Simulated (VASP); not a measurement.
# InSe (C2/m) in VASP: further runs

InSe is run at these levels: r2SCAN; tasks: single point.

All numbers are computed with VASP 6.6.1; they aren't measurements. Logs are shortened: lines on timing, memory, paths and dates and some standing lists are left out, and cuts for length are marked.

### Step 1. The cell of the first run

It takes space group C2/m (No. 12, monoclinic). The conventional cell has a = 11.061 Å, b = 3.866 Å, c = 4.419 Å, α = 90.00°, β = 110.33°, γ = 90.00°. Within 4.3 Å of In (site symmetry m) lie 8 Se at 2.60 to 4.22 Å and 6 In at 2.63 to 4.01 Å. Within 3.4 Å of Se (site symmetry m) lie 5 In at 2.60 to 3.36 Å and 3 Se at 3.19 to 3.29 Å.

### Step 2. Single point, r2SCAN (strain -5.9%)

The input, POSCAR:

```
InSe
1.0
    5.5299095251     -1.9328428742      0.0640903098
    5.5299095251      1.9328428742      0.0640903098
   -1.5833339459      0.0000000000      4.1253672778
In Se
2 2
Direct
    0.1135766978      0.1135766978      0.9655213158
    0.8864233022      0.8864233022      0.0344786842
    0.3466408542      0.3466408542      0.3852856729
    0.6533591458      0.6533591458      0.6147143271
```

The input, INCAR.step1:

```
SYSTEM = InSe
ALGO = Normal
EDIFF = 1E-4
ENCUT = 520
GGA = PE
ISMEAR = 0
LASPH = .True.
LCHARG = .False.
LREAL = .False.
LWAVE = .True.
NBANDS = 27
NELM = 80
PREC = Accurate
SIGMA = 0.01
```

The input, INCAR.step2:

```
SYSTEM = InSe
ALGO = Normal
EDIFF = 1E-7
ENCUT = 520
ISIF = 2
ISMEAR = 0
ISTART = 1
LASPH = .True.
LCHARG = .False.
LMIXTAU = .True.
LREAL = .False.
LWAVE = .False.
METAGGA = R2SCAN
NBANDS = 27
NELM = 80
PREC = Accurate
SIGMA = 0.01
```

The input, KPOINTS:

```
k-points
0
Gamma
  6 6 6
  0 0 0
```

Potentials or basis: VASP PAW PBE potentials, release 64 (In_d, Se).

On the command line:

```bash
> cat potpaw_PBE.64/In_d/POTCAR potpaw_PBE.64/Se/POTCAR > POTCAR
> cp INCAR.step1 INCAR
> mpirun -np 1 vasp_std > vasp.out
> cp INCAR.step2 INCAR
> mpirun -np 1 vasp_std > vasp.out
```

OUTCAR:

```text
SYSTEM = InSe
   EDIFF = 1E-7
   ENCUT = 520
   ISIF = 2
   ISMEAR = 0
   ISTART = 1
   LASPH = .True.
   LREAL = .False.
   METAGGA = R2SCAN
   NELM = 80
   PREC = Accurate

 ion  position               nearest neighbor table
   1  0.114  0.114  0.966-   3 2.60   4 2.61   4 2.61   2 2.63   4 3.36   4 3.36   2 3.51   2 3.51
                             2 4.01
   2  0.886  0.886  0.034-   4 2.60   3 2.61   3 2.61   1 2.63   3 3.36   3 3.36   1 3.51   1 3.51
                             1 4.01
   3  0.347  0.347  0.385-   1 2.60   2 2.61   2 2.61   2 3.36   2 3.36
   4  0.653  0.653  0.615-   2 2.60   1 2.61   1 2.61   1 3.36   1 3.36

  LATTYP: Found a base centered monoclinic cell.
 ALAT       =    11.0605618164
 B/A-ratio  =     0.3495017534
 C/A-ratio  =     0.3995075803
 COS(beta)  =    -0.3474758684

  Lattice vectors:

 A1 = (   5.5299095251,  -1.9328428742,   0.0640903098)
 A2 = (   5.5299095251,   1.9328428742,   0.0640903098)
 A3 = (  -1.5833339459,   0.0000000000,   4.1253672778)

Analysis of symmetry for initial positions (statically):
=====================================================================
 Subroutine PRICEL returns:
 Original cell was already a primitive cell.

 Routine SETGRP: Setting up the symmetry group for a
 base centered monoclinic supercell.

 Subroutine GETGRP returns: Found  4 space group operations
 (whereof  4 operations were pure point group operations)
 out of a pool of  4 trial point group operations.

The static configuration has the point symmetry C_2h.

Analysis of symmetry for dynamics (positions and initial velocities):
=====================================================================
 Subroutine PRICEL returns:
 Original cell was already a primitive cell.

 Routine SETGRP: Setting up the symmetry group for a
 base centered monoclinic supercell.

 Subroutine GETGRP returns: Found  4 space group operations
 (whereof  4 operations were pure point group operations)
 out of a pool of  4 trial point group operations.

The dynamic configuration has the point symmetry C_2h.

 Subroutine INISYM returns: Found  4 space group operations
 (whereof  4 operations are pure point group operations),
 and found     1 'primitive' translations

----------------------------------------------------------------------------------------

                                     Primitive cell

  volume of cell :      88.5798

  direct lattice vectors                    reciprocal lattice vectors
     5.529909525 -1.932842874  0.064090310     0.090016979 -0.258686315  0.034548909
     5.529909525  1.932842874  0.064090310     0.090016979  0.258686315  0.034548909
    -1.583333946  0.000000000  4.125367278    -0.002796947  0.000000000  0.241329179

  length of vectors
     5.858317890  5.858317890  4.418778288     0.276071174  0.276071174  0.241345387

  position of ions in fractional coordinates (direct lattice)
     0.113576698  0.113576698  0.965521316
     0.886423302  0.886423302  0.034478684
     0.346640854  0.346640854  0.385285673
     0.653359146  0.653359146  0.614714327

  ion indices of the primitive-cell ions
   primitive index   ion index
                 1           1
                 2           2
                 3           3
                 4           4

----------------------------------------------------------------------------------------

 KPOINTS: k-points

Automatic generation of k-mesh.
 Grid dimensions read from file:
 generate k-points for:    6    6    6

 Generating k-lattice:

  Cartesian coordinates                     Fractional coordinates (reciprocal lattice)
     0.015002830 -0.043114386  0.005758151     0.166666667  0.000000000  0.000000000
     0.015002830  0.043114386  0.005758151     0.000000000  0.166666667  0.000000000
    -0.000466158  0.000000000  0.040221530     0.000000000  0.000000000  0.166666667

  Length of vectors
     0.046011862  0.046011862  0.040224231

  Shift w.r.t. Gamma in fractional coordinates (k-lattice)
     0.000000000  0.000000000  0.000000000

 Subroutine IBZKPT returns following result:
 ===========================================

 Found     68 irreducible k-points:

 Following reciprocal coordinates:
            Coordinates               Weight
  0.000000  0.000000  0.000000      1.000000
  0.166667  0.000000 -0.000000      4.000000
  0.333333  0.000000  0.000000      4.000000
  0.500000 -0.000000 -0.000000      2.000000
  0.166667  0.166667 -0.000000      2.000000
  0.333333  0.166667 -0.000000      4.000000
[... 16 lines left out ...]
 -0.333333  0.166667  0.166667      4.000000
 -0.166667  0.166667  0.166667      4.000000
 [... further k-points ...]
   k-points           NKPTS =     68   k-points in BZ     NKDIM =     68   number of bands    NBANDS=     27
   number of dos      NEDOS =    301   number of ions     NIONS =      4
   total plane-waves  NPLWV =  82944
   dimension x,y,z NGX =    48 NGY =   48 NGZ =   36
   dimension x,y,z NGXF=    96 NGYF=   96 NGZF=   72
   ions per type =               2   2
   NGX,Y,Z   is equivalent  to a cutoff of  13.62, 13.62, 13.54 a.u.
   NGXF,Y,Z  is equivalent  to a cutoff of  27.24, 27.24, 27.09 a.u.
 SYSTEM =  InSe
   PREC   = accura    normal or accurate (medium, high low for compatibility)
   ISTART =      1    job   : 0-new  1-cont  2-samecut
   ICHARG =      0    charge: 1-file 2-atom 10-const
   ISPIN  =      1    spin polarized calculation?
   LNONCOLLINEAR =      F non collinear calculations
   LSORBIT =      F    spin-orbit coupling
   LASPH  =      T    aspherical Exc in radial PAW
   ENCUT  =  520.0 eV  38.22 Ry    6.18 a.u.  10.89 10.89  8.22*2*pi/ulx,y,z
   NELM   =     80;   NELMIN=  2; NELMDL=  0     # of ELM steps
   EDIFF  = 0.1E-06   stopping-criterion for ELM
   LREAL  =      F    real-space projection
   EDIFFG = 0.1E-05   stopping-criterion for IOM
   NSW    =      0    number of steps for IOM
   IBRION =     -1    ionic relax: 0-MD 1-quasi-New 2-CG
   NFREE  =      0    steps in history (QN), initial steepest desc. (CG)
   ISIF   =      2    stress and relaxation
   ISYM   =      2    0-nonsym 1-usesym 2-fastsym
   POTIM  = 0.5000    time-step for ionic-motion
   TEBEG  =    0.0;   TEEND  =   0.0 temperature during run
   PSTRESS=    0.0 pullay stress
   NELECT =      38.0000    total number of electrons
   NUPDOWN=      -1.0000    fix difference up-down
   EMIN   =  10.00;   EMAX   =-10.00  energy-range for DOS
   EFERMI =   0.00;   METHOD = LEGACY
   ISMEAR =     0;   SIGMA  =   0.01  broadening in eV -4-tet -1-fermi 0-gaus
   EFERMI_NEDOS =   21; number of points for ismear=-14 and -15
   IALGO  =     38    algorithm
   IMIX   =      4    mixing-type and parameters
     AMIX     =   0.40;   BMIX     =  1.00
     AMIX_MAG =   1.60;   BMIX_MAG =  1.00
  volume/ion in A,a.u.               =      22.14       149.44
  Fermi-wavevector in a.u.,A,eV,Ry     =   1.234690  2.333225 20.741515  1.524458
  Thomas-Fermi vector in A             =   2.369369
   LORBIT       =      0    0 simple, 1 ext, 2 COOP (PROOUT), +10 PAW based schemes
   METAGGA = R2SCAN    functional components
   LHFCALC =     F    Hartree Fock is set to
   AEXX    =    0.0000 exact exchange contribution
   IVDW    =     0    specifies the selected vdW correction
   LEPSILON=     F    determine dielectric tensor
   LRPA    =     F    only Hartree local field effects (RPA)
 non-spin polarized calculation
 Gauss-broadening in eV      SIGMA  =   0.01
  energy-cutoff  :      520.00
  volume of cell :       88.58
 maximum number of plane-waves:      2407
 NGX is ok and might be reduce to    48
   NGX = 21   NGY = 21   NGZ = 17

 number of electron      38.0000004 magnetization

 Free energy of the ion-electron system (eV)
  ---------------------------------------------------
  ext. energy  EPLUGINS =         0.00000000
  ---------------------------------------------------
  free energy    TOTEN  =       -75.63525034 eV

  energy without entropy =      -75.63525034  energy(sigma->0) =      -75.63525034

 E-fermi :   6.7280     XC(G=0): -10.9706

 val. band max:        6.6845452521   @ k =  -0.3333  -0.3333   0.3333
 cond. band min:       8.0317539479   @ k =   0.3333   0.3333   0.0000
 fundamental gap:      1.3472086958
 Fermi energy:         6.7280049950

 k-point     1 :       0.0000    0.0000    0.0000
  band No.  band energies     occupation
      1      -8.9657      2.00000
      2      -8.7965      2.00000
      3      -8.4477      2.00000
      4      -8.4408      2.00000
      5      -8.3928      2.00000
      6      -8.3356      2.00000
[... 19 lines left out ...]
     26      14.2978      0.00000
     27      16.3674      0.00000

 k-point     2 :       0.1667    0.0000   -0.0000
  band No.  band energies     occupation
      1      -8.9481      2.00000
      2      -8.7854      2.00000
      3      -8.6745      2.00000
      4      -8.3850      2.00000
      5      -8.3641      2.00000
      6      -8.3166      2.00000
[... 19 lines left out ...]
     26      14.6059      0.00000
     27      16.2567      0.00000

 k-point     3 :       0.3333    0.0000    0.0000
  band No.  band energies     occupation
      1      -8.9295      2.00000
      2      -8.8237      2.00000
      3      -8.6937      2.00000
      4      -8.4572      2.00000
      5      -8.3569      2.00000
      6      -8.3347      2.00000
[... 19 lines left out ...]
     26      15.3076      0.00000
     27      15.8408      0.00000

 k-point     4 :       0.5000   -0.0000   -0.0000
  band No.  band energies     occupation
      1      -8.9387      2.00000
      2      -8.8380      2.00000
      3      -8.6522      2.00000
      4      -8.5072      2.00000
      5      -8.3789      2.00000
      6      -8.3236      2.00000
[... 19 lines left out ...]
     26      14.7008      0.00000
     27      16.4321      0.00000

 k-point     5 :       0.1667    0.1667   -0.0000
  band No.  band energies     occupation
      1      -8.9670      2.00000
      2      -8.7752      2.00000
      3      -8.4783      2.00000
      4      -8.3972      2.00000
      5      -8.3575      2.00000
      6      -8.3366      2.00000
[... 19 lines left out ...]
     26      14.3527      0.00000
     27      16.2741      0.00000

 k-point     6 :       0.3333    0.1667   -0.0000
  band No.  band energies     occupation
      1      -8.9587      2.00000
      2      -8.7468      2.00000
      3      -8.5925      2.00000
      4      -8.4530      2.00000
      5      -8.3820      2.00000
      6      -8.3245      2.00000
[... 444 lines left out ...]
      1      -8.9810      2.00000
      2      -8.7558      2.00000
      3      -8.5645      2.00000
      4      -8.4380      2.00000
      5      -8.3796      2.00000
      6      -8.3254      2.00000
[... 19 lines left out ...]
     26      13.6106      0.00000
     27      15.3095      0.00000

 k-point    22 :       0.5000    0.1667    0.1667
  band No.  band energies     occupation
      1      -8.9812      2.00000
      2      -8.7798      2.00000
      3      -8.6464      2.00000
      4      -8.5094      2.00000
      5      -8.3865      2.00000
      6      -8.3214      2.00000
[... 19 lines left out ...]
     26      13.6880      0.00000
     27      15.1584      0.00000

 k-point    23 :      -0.3333    0.1667    0.1667
  band No.  band energies     occupation
      1      -8.9597      2.00000
      2      -8.8557      2.00000
      3      -8.7205      2.00000
      4      -8.4760      2.00000
      5      -8.3751      2.00000
      6      -8.3076      2.00000
[... 19 lines left out ...]
     26      13.8437      0.00000
     27      16.5272      0.00000

 k-point    24 :      -0.1667    0.1667    0.1667
  band No.  band energies     occupation
      1      -8.9523      2.00000
      2      -8.8518      2.00000
      3      -8.7338      2.00000
      4      -8.4325      2.00000
      5      -8.3440      2.00000
      6      -8.3182      2.00000
[... 19 lines left out ...]
     26      15.5480      0.00000
     27      15.9814      0.00000

 [... further k-points ...]

------------------------ aborting loop because EDIFF is reached ----------------------------------------

  FORCE on cell =-STRESS in cart. coord.  units (eV):
  Direction    XX          YY          ZZ          XY          YZ          ZX
  --------------------------------------------------------------------------------------
  -------------------------------------------------------------------------------------
  Total        9.7479344      7.3209284      5.1215698      0.0000000      0.0000000     -0.2429095
  in kB      176.3146673    132.4164703     92.6358186      0.0000000      0.0000000     -4.3935980
  external PRESSURE =     133.7889854 kB  Pullay stress =       0.0000000 kB

 VOLUME and BASIS-vectors are now :
 -----------------------------------------------------------------------------
  energy-cutoff  :      520.00
  volume of cell :       88.58
      direct lattice vectors                 reciprocal lattice vectors
     5.529909525 -1.932842874  0.064090310     0.090016979 -0.258686315  0.034548909
     5.529909525  1.932842874  0.064090310     0.090016979  0.258686315  0.034548909
    -1.583333946  0.000000000  4.125367278    -0.002796947  0.000000000  0.241329179

 POSITION                                       TOTAL-FORCE (eV/Angst)
 -----------------------------------------------------------------------------------
     -0.27260      0.00000      3.99769         0.002848      0.000000     -0.002042
      9.74909      0.00000      0.25586        -0.002848      0.000000      0.002042
      3.22375      0.00000      1.63388         0.002057      0.000000     -0.010010
      6.25274      0.00000      2.61967        -0.002057      0.000000      0.010010
 -----------------------------------------------------------------------------------
    total drift:                               -0.000000     -0.000000      0.000000

  FREE ENERGIE OF THE ION-ELECTRON SYSTEM (eV)
  ---------------------------------------------------
  free  energy   TOTEN  =       -75.6352503372 eV

  energy  without entropy=      -75.6352503372  energy(sigma->0) =      -75.63525034
```

It took 6.4 min on 1 thread of Intel Xeon 6975P-C (Granite Rapids), shared host; peak memory 0.39 GiB.

Results:

```
Free energy            : -75.6353 eV
Pressure               : 13.4 GPa
Largest force          : 0.010 eV/Å
Band gap on the k mesh : 1.35 eV (least direct gap 1.65 eV)
```

Forces on the atoms (eV/Å):
```
In   0.003  0.000 -0.002
In  -0.003  0.000  0.002
Se   0.002  0.000 -0.010
Se  -0.002  0.000  0.010
```

Levels at points of the mesh, in eV from the valence-band top:
| k point | band 16 | band 17 | band 18 | band 19 | band 20 | band 21 | band 22 | band 23 |
| --- | --- | --- | --- | --- | --- | --- | --- | --- |
| (0.00, 0.00, 0.00) | -3.36 | -2.81 | -2.72 | -1.74 | 3.48 | 4.05 | 4.44 | 5.70 |
| (0.50, 0.00, 0.00) | -2.78 | -2.28 | -1.66 | -1.41 | 1.63 | 3.08 | 3.49 | 3.66 |
| (0.50, 0.50, 0.00) | -2.77 | -1.81 | -0.90 | -0.57 | 1.91 | 3.14 | 3.24 | 4.58 |
| (0.00, 0.00, 0.50) | -2.14 | -1.97 | -1.58 | -0.19 | 1.46 | 2.98 | 3.97 | 4.35 |
| (0.50, 0.00, 0.50) | -4.17 | -3.10 | -3.03 | -2.32 | 2.87 | 3.30 | 5.00 | 5.15 |
| (0.50, 0.50, 0.50) | -2.01 | -1.60 | -1.58 | -0.35 | 2.63 | 3.83 | 4.17 | 4.27 |

Caveat: the cell differs from its parent crystal (strain -5.9%); the stress differs along the axes, from 9 to 18 GPa; the PAW data sets were made with another functional, which shifts forces and pressure a little; spin-orbit coupling is left out, which moves the levels of the heavy elements.

(Part 1 of 2 ends here.)
